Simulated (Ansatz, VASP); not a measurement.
Two plane-wave programs on MgS

```xyz
2
Lattice="3.6127 0.0000 0.0000 -1.8064 3.1287 0.0000 0.0000 0.0000 3.3066" Properties=species:S:1:pos:R:3 pbc="T T T"
Mg    0.0000    2.0858    1.6533
S     0.0000    0.0000    0.0000
```

Change from the starting cell: species swapped into the LaDy type (P-6m2, No. 187).

Alike in both runs: functional PBE; k mesh 6 × 6 × 6; occupations gaussian, width 0.1 eV; no spin polarisation.

Ansatz relaxed the structure, and its values are those at the end. VASP's run is a single point on that final structure, the one shown.

```csv
,VASP,Ansatz
version,VASP 6.6.1,Ansatz 0.2.0
potentials or method,"VASP PAW PBE potentials, release 64 (Mg, S), cutoff 520 eV","scalar-relativistic, plane waves, PAW"
valence electrons in the cell,8,16
```

|  | VASP | Ansatz | Ansatz less VASP |
| --- | --- | --- | --- |
| gap on the k mesh at the Fermi level (eV) | 1.13 | 1.15 | +0.016 |
| least direct gap on the mesh (eV) | 2.10 | 2.12 | +0.015 |
| pressure (GPa) | -0.3 | -0.1 | +0.28 |

VASP's potentials hold 8 valence electrons a cell and Ansatz's 16, so a difference there can come from the potentials and not from the codes.
